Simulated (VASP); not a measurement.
# MgO (P6_3mc) in VASP: notebook

Aim: see how the results for MgO move with the level of theory and the settings. Levels: r2SCAN, PBE. Tasks: single point.

Everything below comes from runs of VASP 6.6.1. Logs are shortened: lines on timing, memory, paths and dates and some standing lists are left out, and cuts for length are marked.

### 1 The cell of the first run

The structure is hexagonal, space group P6_3mc (No. 186). Conventional cell: a = 3.353 Å, b = 3.353 Å, c = 5.133 Å, α = 90.00°, β = 90.00°, γ = 120.00°. Mg (site symmetry 3m) has 4 O at 2.01 to 2.03 Å within 2.7 Å. O (site symmetry 3m) has 4 Mg at 2.01 to 2.03 Å within 2.7 Å.

### 2 Single point, r2SCAN (volume changed by +6%)

The input, POSCAR:

```
MgO
1.0
    3.3527084065      0.0000000001      0.0000000000
   -1.6763542033      2.9035306515      0.0000000000
    0.0000000000      0.0000000000      5.1331045456
Mg O
2 2
Direct
    0.3333333333      0.6666666667     -0.0098385153
    0.6666666667      0.3333333333      0.4901614847
    0.3333333333      0.6666666667      0.3848385153
    0.6666666667      0.3333333333      0.8848385153
```

The input, INCAR.step1:

```
  PREC = Accurate
  ENCUT = 520
  ISMEAR = 0
  SIGMA = 0.01
  LREAL = False
  LASPH = True
  NELM = 60
  NBANDS = 16
  GGA = PE
  ALGO = Normal
  EDIFF = 1E-4
  LWAVE = True
  LCHARG = False
```

The input, INCAR.step2:

```
  PREC = Accurate
  ENCUT = 520
  EDIFF = 1E-6
  ISMEAR = 0
  SIGMA = 0.01
  LREAL = False
  LASPH = True
  NELM = 60
  ALGO = Normal
  ISIF = 2
  LWAVE = False
  LCHARG = False
  METAGGA = R2SCAN
  LMIXTAU = True
  NBANDS = 16
  ISTART = 1
```

The input, KPOINTS:

```
Automatic mesh
0
Gamma
  9 9 4
```

Potentials or basis: VASP PAW PBE potentials, release 64 (Mg, O).

On the command line:

```
> cat potpaw_PBE.64/Mg/POTCAR potpaw_PBE.64/O/POTCAR > POTCAR
> cp INCAR.step1 INCAR
> mpirun -np 1 vasp_std > vasp.out
> cp INCAR.step2 INCAR
> mpirun -np 1 vasp_std > vasp.out
```

OUTCAR:

```text
PREC = Accurate
   ENCUT = 520
   EDIFF = 1E-6
   ISMEAR = 0
   LREAL = False
   LASPH = True
   NELM = 60
   ISIF = 2
   METAGGA = R2SCAN
   ISTART = 1

 ion  position               nearest neighbor table
   1  0.333  0.667  0.990-   4 2.01   4 2.01   4 2.01   3 2.03   2 3.21   2 3.21   2 3.21   2 3.21
                             2 3.21   2 3.21
   2  0.667  0.333  0.490-   3 2.01   3 2.01   3 2.01   4 2.03   1 3.21   1 3.21   1 3.21   1 3.21
                             1 3.21   1 3.21
   3  0.333  0.667  0.385-   2 2.01   2 2.01   2 2.01   1 2.03
   4  0.667  0.333  0.885-   1 2.01   1 2.01   1 2.01   2 2.03

  LATTYP: Found a hexagonal cell.
 ALAT       =     3.3527084065
 C/A-ratio  =     1.5310322054

  Lattice vectors:

 A1 = (   3.3527084065,   0.0000000001,   0.0000000000)
 A2 = (  -1.6763542033,   2.9035306515,   0.0000000000)
 A3 = (   0.0000000000,   0.0000000000,   5.1331045456)

Analysis of symmetry for initial positions (statically):
=====================================================================
 Subroutine PRICEL returns:
 Original cell was already a primitive cell.

 Routine SETGRP: Setting up the symmetry group for a
 hexagonal supercell.

 Subroutine GETGRP returns: Found 12 space group operations
 (whereof  6 operations were pure point group operations)
 out of a pool of 24 trial point group operations.

The static configuration has the point symmetry C_3v.
 The point group associated with its full space group is C_6v.

Analysis of symmetry for dynamics (positions and initial velocities):
=====================================================================
 Subroutine PRICEL returns:
 Original cell was already a primitive cell.

 Routine SETGRP: Setting up the symmetry group for a
 hexagonal supercell.

 Subroutine GETGRP returns: Found 12 space group operations
 (whereof  6 operations were pure point group operations)
 out of a pool of 24 trial point group operations.

The dynamic configuration has the point symmetry C_3v.
 The point group associated with its full space group is C_6v.

 Subroutine INISYM returns: Found 12 space group operations
 (whereof  6 operations are pure point group operations),
 and found     1 'primitive' translations

----------------------------------------------------------------------------------------

                                     Primitive cell

  volume of cell :      49.9692

  direct lattice vectors                    reciprocal lattice vectors
     3.352708407  0.000000000  0.000000000     0.298266320  0.172204140  0.000000000
    -1.676354203  2.903530652  0.000000000    -0.000000000  0.344408281  0.000000000
     0.000000000  0.000000000  5.133104546     0.000000000  0.000000000  0.194813877

  length of vectors
     3.352708407  3.352708407  5.133104546     0.344408281  0.344408281  0.194813877

  position of ions in fractional coordinates (direct lattice)
     0.333333333  0.666666667  0.990161485
     0.666666667  0.333333333  0.490161485
     0.333333333  0.666666667  0.384838515
     0.666666667  0.333333333  0.884838515

  ion indices of the primitive-cell ions
   primitive index   ion index
                 1           1
                 2           2
                 3           3
                 4           4

----------------------------------------------------------------------------------------

 KPOINTS: Automatic mesh

Automatic generation of k-mesh.
 Grid dimensions read from file:
 generate k-points for:    9    9    4

 Generating k-lattice:

  Cartesian coordinates                     Fractional coordinates (reciprocal lattice)
     0.033140702  0.019133793  0.000000000     0.111111111  0.000000000  0.000000000
    -0.000000000  0.038267587  0.000000000     0.000000000  0.111111111  0.000000000
     0.000000000  0.000000000  0.048703469     0.000000000  0.000000000  0.250000000

  Length of vectors
     0.038267587  0.038267587  0.048703469

  Shift w.r.t. Gamma in fractional coordinates (k-lattice)
     0.000000000  0.000000000  0.000000000

 Subroutine IBZKPT returns following result:
 ===========================================

 Found     36 irreducible k-points:

 Following reciprocal coordinates:
            Coordinates               Weight
  0.000000  0.000000  0.000000      1.000000
  0.111111 -0.000000  0.000000      6.000000
  0.222222  0.000000  0.000000      6.000000
  0.333333  0.000000  0.000000      6.000000
  0.444444  0.000000  0.000000      6.000000
  0.111111  0.111111  0.000000      6.000000
[... 16 lines left out ...]
  0.333333  0.222222  0.250000     24.000000
  0.333333  0.333333  0.250000      4.000000
 [... further k-points ...]
   k-points           NKPTS =     36   k-points in BZ     NKDIM =     36   number of bands    NBANDS=     16
   number of dos      NEDOS =    301   number of ions     NIONS =      4
   total plane-waves  NPLWV =  31360
   dimension x,y,z NGX =    28 NGY =   28 NGZ =   40
   dimension x,y,z NGXF=    56 NGYF=   56 NGZF=   80
   ions per type =               2   2
   NGX,Y,Z   is equivalent  to a cutoff of  13.88, 13.88, 12.95 a.u.
   NGXF,Y,Z  is equivalent  to a cutoff of  27.77, 27.77, 25.91 a.u.
 SYSTEM =  unknown system
   PREC   = accura    normal or accurate (medium, high low for compatibility)
   ISTART =      1    job   : 0-new  1-cont  2-samecut
   ICHARG =      0    charge: 1-file 2-atom 10-const
   ISPIN  =      1    spin polarized calculation?
   LNONCOLLINEAR =      F non collinear calculations
   LSORBIT =      F    spin-orbit coupling
   LASPH  =      T    aspherical Exc in radial PAW
   ENCUT  =  520.0 eV  38.22 Ry    6.18 a.u.   6.23  6.23  9.54*2*pi/ulx,y,z
   NELM   =     60;   NELMIN=  2; NELMDL=  0     # of ELM steps
   EDIFF  = 0.1E-05   stopping-criterion for ELM
   LREAL  =      F    real-space projection
   EDIFFG = 0.1E-04   stopping-criterion for IOM
   NSW    =      0    number of steps for IOM
   IBRION =     -1    ionic relax: 0-MD 1-quasi-New 2-CG
   NFREE  =      0    steps in history (QN), initial steepest desc. (CG)
   ISIF   =      2    stress and relaxation
   ISYM   =      2    0-nonsym 1-usesym 2-fastsym
   POTIM  = 0.5000    time-step for ionic-motion
   TEBEG  =    0.0;   TEEND  =   0.0 temperature during run
   PSTRESS=    0.0 pullay stress
   NELECT =      16.0000    total number of electrons
   NUPDOWN=      -1.0000    fix difference up-down
   EMIN   =  10.00;   EMAX   =-10.00  energy-range for DOS
   EFERMI =   0.00;   METHOD = LEGACY
   ISMEAR =     0;   SIGMA  =   0.01  broadening in eV -4-tet -1-fermi 0-gaus
   EFERMI_NEDOS =   21; number of points for ismear=-14 and -15
   IALGO  =     38    algorithm
   IMIX   =      4    mixing-type and parameters
     AMIX     =   0.40;   BMIX     =  1.00
     AMIX_MAG =   1.60;   BMIX_MAG =  1.00
  volume/ion in A,a.u.               =      12.49        84.30
  Fermi-wavevector in a.u.,A,eV,Ry     =   1.119990  2.116474 17.066836  1.254377
  Thomas-Fermi vector in A             =   2.256633
   LORBIT       =      0    0 simple, 1 ext, 2 COOP (PROOUT), +10 PAW based schemes
   METAGGA = R2SCAN    functional components
   LHFCALC =     F    Hartree Fock is set to
   AEXX    =    0.0000 exact exchange contribution
   IVDW    =     0    specifies the selected vdW correction
   LEPSILON=     F    determine dielectric tensor
   LRPA    =     F    only Hartree local field effects (RPA)
 non-spin polarized calculation
 Gauss-broadening in eV      SIGMA  =   0.01
  energy-cutoff  :      520.00
  volume of cell :       49.97
 maximum number of plane-waves:      1363
 NGX is ok and might be reduce to    28
   NGX = 13   NGY = 13   NGZ = 19

 number of electron      16.0000003 magnetization

 Free energy of the ion-electron system (eV)
  ---------------------------------------------------
  ext. energy  EPLUGINS =         0.00000000
  ---------------------------------------------------
  free energy    TOTEN  =       -31.78709841 eV

  energy without entropy =      -31.78709841  energy(sigma->0) =      -31.78709841

 E-fermi :   0.4744     XC(G=0):  -9.9381

 val. band max:        0.3756922479   @ k =   0.0000   0.0000   0.0000
 cond. band min:       4.2535981086   @ k =   0.0000   0.0000   0.0000
 fundamental gap:      3.8779058607
 Fermi energy:         0.4743895962

 k-point     1 :       0.0000    0.0000    0.0000
  band No.  band energies     occupation
      1     -16.5980      2.00000
      2     -15.9255      2.00000
      3      -2.6952      2.00000
      4      -0.2842      2.00000
      5      -0.2842      2.00000
      6       0.0214      2.00000
[... 8 lines left out ...]
     15      17.4619      0.00000
     16      17.4619      0.00000

 k-point     2 :       0.1111   -0.0000    0.0000
  band No.  band energies     occupation
      1     -16.5444      2.00000
      2     -15.9066      2.00000
      3      -2.5799      2.00000
      4      -0.5717      2.00000
      5      -0.3622      2.00000
      6      -0.3229      2.00000
[... 8 lines left out ...]
     15      17.1411      0.00000
     16      17.4678      0.00000

 k-point     3 :       0.2222    0.0000    0.0000
  band No.  band energies     occupation
      1     -16.4014      2.00000
      2     -15.8639      2.00000
      3      -2.2562      2.00000
      4      -1.3268      2.00000
      5      -0.8675      2.00000
      6      -0.5284      2.00000
[... 8 lines left out ...]
     15      15.9783      0.00000
     16      16.4568      0.00000

 k-point     4 :       0.3333    0.0000    0.0000
  band No.  band energies     occupation
      1     -16.2174      2.00000
      2     -15.8306      2.00000
      3      -2.0574      2.00000
      4      -1.7817      2.00000
      5      -1.3532      2.00000
      6      -0.6903      2.00000
[... 8 lines left out ...]
     15      15.4223      0.00000
     16      16.6028      0.00000

 k-point     5 :       0.4444    0.0000    0.0000
  band No.  band energies     occupation
      1     -16.0694      2.00000
      2     -15.8333      2.00000
      3      -2.4599      2.00000
      4      -1.6569      2.00000
      5      -1.3273      2.00000
      6      -0.7867      2.00000
[... 8 lines left out ...]
     15      15.0555      0.00000
     16      16.9088      0.00000

 k-point     6 :       0.1111    0.1111    0.0000
  band No.  band energies     occupation
      1     -16.4460      2.00000
      2     -15.8759      2.00000
      3      -2.3600      2.00000
      4      -1.0157      2.00000
      5      -0.8738      2.00000
      6      -0.3705      2.00000
[... 8 lines left out ...]
     15      16.1093      0.00000
     16      16.6918      0.00000
[... 267 lines left out ...]
 k-point    21 :       0.4444    0.1111    0.2500
  band No.  band energies     occupation
      1     -15.9940      2.00000
      2     -15.8646      2.00000
      3      -2.5359      2.00000
      4      -2.0278      2.00000
      5      -1.0879      2.00000
      6      -0.6024      2.00000
[... 8 lines left out ...]
     15      15.0197      0.00000
     16      16.9168      0.00000

 k-point    22 :       0.2222    0.2222    0.2500
  band No.  band energies     occupation
      1     -16.0810      2.00000
      2     -15.8672      2.00000
      3      -2.0998      2.00000
      4      -2.0716      2.00000
      5      -1.0202      2.00000
      6      -0.8231      2.00000
[... 8 lines left out ...]
     15      14.6702      0.00000
     16      17.7437      0.00000

 k-point    23 :       0.3333    0.2222    0.2500
  band No.  band energies     occupation
      1     -15.9697      2.00000
      2     -15.8645      2.00000
      3      -2.2702      2.00000
      4      -1.9304      2.00000
      5      -1.4165      2.00000
      6      -0.8343      2.00000
[... 8 lines left out ...]
     15      14.7482      0.00000
     16      17.5880      0.00000

 k-point    24 :       0.3333    0.3333    0.2500
  band No.  band energies     occupation
      1     -15.8974      2.00000
      2     -15.8974      2.00000
      3      -2.0134      2.00000
      4      -1.8178      2.00000
      5      -1.8178      2.00000
      6      -1.0802      2.00000
[... 8 lines left out ...]
     15      14.8166      0.00000
     16      18.5123      0.00000

 [... further k-points ...]
[... 5 lines left out ...]
  --------------------------------------------------------------------------------------
  -------------------------------------------------------------------------------------
  Total       -2.3331393     -2.3331393     -2.0426890     -0.0000000      0.0000000      0.0000000
  in kB      -74.8081548    -74.8081548    -65.4953578     -0.0000000      0.0000000      0.0000000
  external PRESSURE =     -71.7038891 kB  Pullay stress =       0.0000000 kB

 VOLUME and BASIS-vectors are now :
 -----------------------------------------------------------------------------
  energy-cutoff  :      520.00
  volume of cell :       49.97
      direct lattice vectors                 reciprocal lattice vectors
     3.352708407  0.000000000  0.000000000     0.298266320  0.172204140  0.000000000
    -1.676354203  2.903530652  0.000000000    -0.000000000  0.344408281  0.000000000
     0.000000000  0.000000000  5.133104546     0.000000000  0.000000000  0.194813877

 POSITION                                       TOTAL-FORCE (eV/Angst)
 -----------------------------------------------------------------------------------
     -0.00000      1.93569      5.08260         0.000000     -0.000000      0.046335
      1.67635      0.96784      2.51605        -0.000000      0.000000      0.046335
     -0.00000      1.93569      1.97542         0.000000     -0.000000     -0.046335
      1.67635      0.96784      4.54197         0.000000     -0.000000     -0.046335
 -----------------------------------------------------------------------------------
    total drift:                               -0.000000     -0.000000      0.003205

  FREE ENERGIE OF THE ION-ELECTRON SYSTEM (eV)
  ---------------------------------------------------
  free  energy   TOTEN  =       -31.7870984092 eV

  energy  without entropy=      -31.7870984092  energy(sigma->0) =      -31.78709841
```

Run time: 64 s. Hardware: 1 thread of AMD EPYC 9R45 (Zen 5), shared host; peak memory 0.16 GiB.

Results:

```
Free energy            : -31.7871 eV
Pressure               : -7.2 GPa
Largest force          : 0.046 eV/Å
Band gap on the k mesh : 3.88 eV, direct
```

Forces on the atoms (eV/Å):
```
Mg   0.000  0.000  0.046
Mg   0.000  0.000  0.046
O    0.000  0.000 -0.046
O    0.000  0.000 -0.046
```

Caveat: the PAW data sets were made with another functional, which shifts forces and pressure a little.

[end of part 1 of 2]
